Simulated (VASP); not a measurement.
A run of VASP 6.6.1:

INCAR

```
ALGO     = Normal         # electronic algorithm
DIPOL    = 0.5 0.5 0.500
EDIFF    = 1E-7           # SCF threshold, eV
ENCUT    = 520            # plane-wave cutoff, eV
GGA      = PE             # functional
IDIPOL   = 3            
ISIF     = 2              # what is computed and relaxed
ISMEAR   = 0              # smearing method
IVDW     = 12             # dispersion correction
LASPH    = T              # aspherical terms in the spheres
LCHARG   = F              # write CHGCAR
LDIPOL   = T            
LREAL    = F              # projectors in reciprocal space
LWAVE    = F              # write WAVECAR
NBANDS   = 11             # bands
NELM     = 100            # most SCF steps
PREC     = Accurate       # precision mode
SIGMA    = 0.1            # smearing width, eV
```

Contents of KPOINTS:

```
k-points
0
Gamma
  21 21 1
```

File POSCAR:

```
C
1.0
    2.4710000000      0.0000000000      0.0000000000
   -1.2355000000      2.1399487728      0.0000000000
    0.0000000000      0.0000000000     26.0024170307
C
2
Direct
    0.6666666667      0.3333333333      0.5192289817
    0.3333333333      0.6666666667      0.4807710183
```

Potentials or basis: VASP PAW PBE potentials, release 64 (C).

Run with:

```bash
$ cat potpaw_PBE.64/C/POTCAR > POTCAR
$ mpirun -np 1 vasp_std > vasp.out
```

Hardware: 1 thread of Intel(R) Xeon(R) Platinum 8375C CPU @ 2.90GHz (Ice Lake), with other jobs on the host.

Q: How long does it take, and how much memory?

A: Wall time 2.7 min on 1 thread of Intel(R) Xeon(R) Platinum 8375C CPU @ 2.90GHz (Ice Lake), with other jobs on the host, peak memory 0.26 GiB. Counts: scf iterations 20, k points 48.
